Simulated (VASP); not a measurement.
# Co (P6_3/mmc) in VASP: a series of runs

Runs on Co. Level: PBE. Tasks: single point.

Everything below comes from runs of VASP 6.6.1. Logs are shortened: lines on timing, memory, paths and dates and some standing lists are left out, and cuts for length are marked.

## Step 1: The cell of the first run

It takes space group P6_3/mmc (No. 194, hexagonal). Conventional cell: a = 2.465 Å, b = 2.465 Å, c = 4.001 Å, α = 90.00°, β = 90.00°, γ = 120.00°. Co (site symmetry -6m2) has 12 Co at 2.46 Å within 3.2 Å.

## Step 2: Single point, PBE, collinear spin, ferromagnetic start

Contents of INCAR:

```
SYSTEM = Co
PREC = Accurate
ENCUT = 520
EDIFF = 1E-6
ISMEAR = 0
SIGMA = 0.1
LREAL = .False.
LASPH = .True.
NELM = 150
ALGO = Normal
ISIF = 2
LWAVE = .False.
LCHARG = .True.
ISPIN = 2
MAGMOM = 2.5 2.5
LORBIT = 11
LMAXMIX = 4
GGA = PE
LELF = .True.
LVHAR = .True.
NBANDS = 20
```

Contents of KPOINTS:

```
regular mesh
0
Gamma
  13 13 7
  0 0 0
```

Contents of POSCAR:

```
Co
1.0
    2.4648934833      0.0000000000      0.0000000000
   -1.2324467416      2.1346603766      0.0000000000
    0.0000000000      0.0000000000      4.0009053153
Co
2
Direct
    0.3333333333      0.6666666667      0.2500000000
    0.6666666667      0.3333333333      0.7500000000
```

Potentials or basis: VASP PAW PBE potentials, release 64 (Co).

On the command line:

```bash
> cat potpaw_PBE.64/Co/POTCAR > POTCAR
> mpirun -np 1 vasp_std > vasp.out
```

OUTCAR:

```text
SYSTEM = Co
   PREC = Accurate
   ENCUT = 520
   EDIFF = 1E-6
   ISMEAR = 0
   LREAL = .False.
   LASPH = .True.
   NELM = 150
   ISIF = 2
   ISPIN = 2
   LORBIT = 11
   GGA = PE

 ion  position               nearest neighbor table
   1  0.333  0.667  0.250-   2 2.46   2 2.46   2 2.46   2 2.46   2 2.46   2 2.46
   2  0.667  0.333  0.750-   1 2.46   1 2.46   1 2.46   1 2.46   1 2.46   1 2.46

  LATTYP: Found a hexagonal cell.
 ALAT       =     2.4648934833
 C/A-ratio  =     1.6231554598

  Lattice vectors:

 A1 = (   2.4648934833,   0.0000000000,   0.0000000000)
 A2 = (  -1.2324467416,   2.1346603766,   0.0000000000)
 A3 = (   0.0000000000,   0.0000000000,   4.0009053153)

Analysis of symmetry for initial positions (statically):
=====================================================================
 Subroutine PRICEL returns:
 Original cell was already a primitive cell.

 Routine SETGRP: Setting up the symmetry group for a
 hexagonal supercell.

 Subroutine GETGRP returns: Found 24 space group operations
 (whereof 12 operations were pure point group operations)
 out of a pool of 24 trial point group operations.

The static configuration has the point symmetry D_3d.
 The point group associated with its full space group is D_6h.

Analysis of symmetry for dynamics (positions and initial velocities):
=====================================================================
 Subroutine PRICEL returns:
 Original cell was already a primitive cell.

 Routine SETGRP: Setting up the symmetry group for a
 hexagonal supercell.

 Subroutine GETGRP returns: Found 24 space group operations
 (whereof 12 operations were pure point group operations)
 out of a pool of 24 trial point group operations.

The dynamic configuration has the point symmetry D_3d.
 The point group associated with its full space group is D_6h.

Analysis of structural, dynamic, and magnetic symmetry:
=====================================================================
 Subroutine PRICEL returns:
 Original cell was already a primitive cell.

 Routine SETGRP: Setting up the symmetry group for a
 hexagonal supercell.

 Subroutine GETGRP returns: Found 24 space group operations
 (whereof 12 operations were pure point group operations)
 out of a pool of 24 trial point group operations.

The overall configuration has the point symmetry D_3d.
 The point group associated with its full space group is D_6h.

 Subroutine INISYM returns: Found 24 space group operations
 (whereof 12 operations are pure point group operations),
 and found     1 'primitive' translations

----------------------------------------------------------------------------------------

                                     Primitive cell

  volume of cell :      21.0516

  direct lattice vectors                    reciprocal lattice vectors
     2.464893483  0.000000000  0.000000000     0.405697044  0.234229297  0.000000000
    -1.232446742  2.134660377  0.000000000     0.000000000  0.468458595  0.000000000
     0.000000000  0.000000000  4.000905315     0.000000000  0.000000000  0.249943431

  length of vectors
     2.464893483  2.464893485  4.000905315     0.468458595  0.468458595  0.249943431

  position of ions in fractional coordinates (direct lattice)
     0.333333333  0.666666667  0.250000000
     0.666666667  0.333333333  0.750000000

  ion indices of the primitive-cell ions
   primitive index   ion index
                 1           1
                 2           2

----------------------------------------------------------------------------------------

 KPOINTS: regular mesh

Automatic generation of k-mesh.
 Grid dimensions read from file:
 generate k-points for:   13   13    7

 Generating k-lattice:

  Cartesian coordinates                     Fractional coordinates (reciprocal lattice)
     0.031207465  0.018017638  0.000000000     0.076923077 -0.000000000  0.000000000
     0.000000000  0.036035277  0.000000000     0.000000000  0.076923077  0.000000000
     0.000000000  0.000000000  0.035706204     0.000000000  0.000000000  0.142857143

  Length of vectors
     0.036035277  0.036035277  0.035706204

  Shift w.r.t. Gamma in fractional coordinates (k-lattice)
     0.000000000  0.000000000  0.000000000

 Subroutine IBZKPT returns following result:
 ===========================================

 Found     84 irreducible k-points:

 Following reciprocal coordinates:
            Coordinates               Weight
  0.000000  0.000000  0.000000      1.000000
  0.076923  0.000000  0.000000      6.000000
  0.153846  0.000000  0.000000      6.000000
  0.230769  0.000000  0.000000      6.000000
  0.307692  0.000000  0.000000      6.000000
  0.384615  0.000000  0.000000      6.000000
[... 16 lines left out ...]
  0.076923  0.000000  0.142857     12.000000
  0.153846  0.000000  0.142857     12.000000
 [... further k-points ...]
   k-points           NKPTS =     84   k-points in BZ     NKDIM =     84   number of bands    NBANDS=     20
   number of dos      NEDOS =    301   number of ions     NIONS =      2
   total plane-waves  NPLWV =   9720
   dimension x,y,z NGX =    18 NGY =   18 NGZ =   30
   dimension x,y,z NGXF=    36 NGYF=   36 NGZF=   60
   ions per type =               2
   NGX,Y,Z   is equivalent  to a cutoff of  12.14, 12.14, 12.47 a.u.
   NGXF,Y,Z  is equivalent  to a cutoff of  24.28, 24.28, 24.93 a.u.
 SYSTEM =  Co
   PREC   = accura    normal or accurate (medium, high low for compatibility)
   ISTART =      0    job   : 0-new  1-cont  2-samecut
   ICHARG =      2    charge: 1-file 2-atom 10-const
   ISPIN  =      2    spin polarized calculation?
   LNONCOLLINEAR =      F non collinear calculations
   LSORBIT =      F    spin-orbit coupling
   LASPH  =      T    aspherical Exc in radial PAW
   ENCUT  =  520.0 eV  38.22 Ry    6.18 a.u.   4.58  4.58  7.44*2*pi/ulx,y,z
   NELM   =    150;   NELMIN=  2; NELMDL= -5     # of ELM steps
   EDIFF  = 0.1E-05   stopping-criterion for ELM
   LREAL  =      F    real-space projection
   EDIFFG = 0.1E-04   stopping-criterion for IOM
   NSW    =      0    number of steps for IOM
   IBRION =     -1    ionic relax: 0-MD 1-quasi-New 2-CG
   NFREE  =      0    steps in history (QN), initial steepest desc. (CG)
   ISIF   =      2    stress and relaxation
   ISYM   =      2    0-nonsym 1-usesym 2-fastsym
   POTIM  = 0.5000    time-step for ionic-motion
   TEBEG  =    0.0;   TEEND  =   0.0 temperature during run
   PSTRESS=    0.0 pullay stress
   NELECT =      18.0000    total number of electrons
   NUPDOWN=      -1.0000    fix difference up-down
   EMIN   =  10.00;   EMAX   =-10.00  energy-range for DOS
   EFERMI =   0.00;   METHOD = LEGACY
   ISMEAR =     0;   SIGMA  =   0.10  broadening in eV -4-tet -1-fermi 0-gaus
   EFERMI_NEDOS =   21; number of points for ismear=-14 and -15
   IALGO  =     38    algorithm
   IMIX   =      4    mixing-type and parameters
     AMIX     =   0.40;   BMIX     =  1.00
     AMIX_MAG =   1.60;   BMIX_MAG =  1.00
  volume/ion in A,a.u.               =      10.53        71.03
  Fermi-wavevector in a.u.,A,eV,Ry     =   1.553832  2.936316 32.849803  2.414392
  Thomas-Fermi vector in A             =   2.658005
   LORBIT       =     11    0 simple, 1 ext, 2 COOP (PROOUT), +10 PAW based schemes
   GGA     = PE    functional components
   LHFCALC =     F    Hartree Fock is set to
   AEXX    =    0.0000 exact exchange contribution
   IVDW    =     0    specifies the selected vdW correction
   LEPSILON=     F    determine dielectric tensor
   LRPA    =     F    only Hartree local field effects (RPA)
 spin polarized calculation
 Gauss-broadening in eV      SIGMA  =   0.10
  energy-cutoff  :      520.00
  volume of cell :       21.05
 maximum number of plane-waves:       580
   NGX =  9   NGY =  9   NGZ = 15

 number of electron      17.9999981 magnetization       3.1682788

 Free energy of the ion-electron system (eV)
  ---------------------------------------------------
  ext. energy  EPLUGINS =         0.00000000
  ---------------------------------------------------
  free energy    TOTEN  =       -14.06579481 eV

  energy without entropy =      -14.05600115  energy(sigma->0) =      -14.06089798

 E-fermi :  10.6718     XC(G=0): -13.5834

 val. band max:       10.6648249156   @ k =   0.2308   0.0769   0.0000
 cond. band min:      10.6799835008   @ k =   0.3077   0.0000   0.4286
 fundamental gap:      0.0151585852
 Fermi energy:        10.6717622318

 spin component 1

 k-point     1 :       0.0000    0.0000    0.0000
  band No.  band energies     occupation
      1       1.6080      1.00000
      2       5.4168      1.00000
      3       8.0186      1.00000
      4       8.0613      1.00000
      5       8.0613      1.00000
      6       8.3847      1.00000
[... 12 lines left out ...]
     19      37.1905      0.00000
     20      37.1905      0.00000
[... 507 lines left out ...]
 k-point    24 :       0.1538    0.0000    0.1429
  band No.  band energies     occupation
      1       2.6359      1.00000
      2       5.8731      1.00000
      3       7.5927      1.00000
      4       7.7351      1.00000
      5       8.0883      1.00000
      6       8.3124      1.00000
[... 12 lines left out ...]
     19      37.9618      0.00000
     20      38.9707      0.00000

 [... further k-points ...]

 spin component 2

 k-point     1 :       0.0000    0.0000    0.0000
  band No.  band energies     occupation
      1       1.6014      1.00000
      2       6.3422      1.00000
      3       9.6248      1.00000
      4       9.6758      1.00000
      5       9.6758      1.00000
      6      10.0529      1.00000
[... 12 lines left out ...]
     19      37.4786      0.00000
     20      37.4786      0.00000
[... 507 lines left out ...]
 k-point    24 :       0.1538    0.0000    0.1429
  band No.  band energies     occupation
      1       2.6386      1.00000
      2       6.7641      1.00000
      3       8.7961      1.00000
      4       9.1006      1.00000
      5       9.6997      1.00000
      6       9.9651      1.00000
[... 12 lines left out ...]
     19      38.0996      0.00000
     20      39.1969      0.00000

 [... further k-points ...]

------------------------ aborting loop because EDIFF is reached ----------------------------------------

  FORCE on cell =-STRESS in cart. coord.  units (eV):
  Direction    XX          YY          ZZ          XY          YZ          ZX
  --------------------------------------------------------------------------------------
  -------------------------------------------------------------------------------------
  Total        0.9029836      0.9029836      0.6661593      0.0000000     -0.0000000      0.0000000
  in kB       68.7234923     68.7234925     50.6994766      0.0000000     -0.0000000      0.0000000
  external PRESSURE =      62.7154871 kB  Pullay stress =       0.0000000 kB

 VOLUME and BASIS-vectors are now :
 -----------------------------------------------------------------------------
  energy-cutoff  :      520.00
  volume of cell :       21.05
      direct lattice vectors                 reciprocal lattice vectors
     2.464893483  0.000000000  0.000000000     0.405697044  0.234229297  0.000000000
    -1.232446742  2.134660377  0.000000000     0.000000000  0.468458595  0.000000000
     0.000000000  0.000000000  4.000905315     0.000000000  0.000000000  0.249943431

 POSITION                                       TOTAL-FORCE (eV/Angst)
 -----------------------------------------------------------------------------------
     -0.00000      1.42311      1.00023        -0.000000     -0.000000      0.000000
      1.23245      0.71155      3.00068         0.000000      0.000000      0.000000
 -----------------------------------------------------------------------------------
    total drift:                                0.000000      0.000000     -0.000000

  FREE ENERGIE OF THE ION-ELECTRON SYSTEM (eV)
  ---------------------------------------------------
  free  energy   TOTEN  =       -14.0657948064 eV

  energy  without entropy=      -14.0560011458  energy(sigma->0) =      -14.06089798

 total charge

# of ion       s       p       d       tot
------------------------------------------
    1        0.501   0.549   7.283   8.334
    2        0.501   0.549   7.283   8.334
--------------------------------------------------
tot          1.003   1.098  14.567  16.667

 magnetization (x)

# of ion       s       p       d       tot
------------------------------------------
    1       -0.016  -0.057   1.672   1.599
    2       -0.016  -0.057   1.672   1.599
--------------------------------------------------
tot         -0.031  -0.114   3.344   3.198
```

Wall time 40 s (1 thread of Intel Xeon Platinum 8488C (Sapphire Rapids), shared host); peak memory 0.17 GiB.

What came out:

```
Free energy                                           : -14.0658 eV
Pressure                                              : 6.3 GPa
Net moment                                            : 3.17 μB per cell
Site moments                                          : Co +1.60 μB
Valence electrons inside the program's atomic spheres : Co 8.33
```

Stress tensor (GPa, compression positive):
```
6.87 0.00 0.00
0.00 6.87 0.00
0.00 0.00 5.07
```

## Step 3: Single point, PBE, collinear spin, ferromagnetic start

This run uses another cell than the first one, of 10.80 Å³/atom, 1.026 times its volume.

Contents of INCAR:

```
SYSTEM = Co
ALGO = Normal ; EDIFF = 1E-6
ENCUT = 520 ; GGA = PE
ISIF = 2 ; ISMEAR = 0
ISPIN = 2 ; LASPH = .True.
LCHARG = .False. ; LMAXMIX = 4
LORBIT = 11 ; LREAL = .False.
LWAVE = .False. ; MAGMOM = 2.5 2.5
NBANDS = 20 ; NELM = 150
PREC = Accurate ; SIGMA = 0.1
```

Contents of KPOINTS:

```
k-points
0
Gamma
  13 13 7
  0 0 0
```

Contents of POSCAR:

```
Co
1.0
    2.4863284155      0.0000000000      0.0000000000
   -1.2431642078      2.1532235725      0.0000000000
    0.0000000000      0.0000000000      4.0356975426
Co
2
Direct
    0.3333333333      0.6666666667      0.2500000000
    0.6666666667      0.3333333333      0.7500000000
```

Potentials or basis: VASP PAW PBE potentials, release 64 (Co).

On the command line:

```bash
> cat potpaw_PBE.64/Co/POTCAR > POTCAR
> mpirun -np 1 vasp_std > vasp.out
```

Wall time 39 s (1 thread of Intel Xeon Platinum 8488C (Sapphire Rapids), shared host); peak memory 0.17 GiB.

The run converged. Its results:

| Quantity | Value |
| --- | --- |
| Free energy | -14.0771 eV |
| Pressure | 0.3 GPa |
| Net moment | 3.20 μB per cell |
| Site moments | Co +1.62 μB |
| Valence electrons inside the program's atomic spheres | Co 8.28 |

Stress tensor (GPa, compression positive):
```
 0.80  0.00  0.00
 0.00  0.80  0.00
 0.00  0.00 -0.61
```

Levels at points of the mesh, in eV from the Fermi level:
Spin up:
```tsv
k point	band 9	band 10	band 11	band 12	band 13	band 14
(0.00, 0.00, 0.00)	-1.91	-0.82	-0.82	-0.10	6.35	22.08
```
Spin down:
| k point | band 5 | band 6 | band 7 | band 8 | band 9 | band 10 |
| --- | --- | --- | --- | --- | --- | --- |
| (0.00, 0.00, 0.00) | -0.95 | -0.59 | -0.59 | -0.17 | -0.15 | -0.15 |

[end of part 1 of 2]
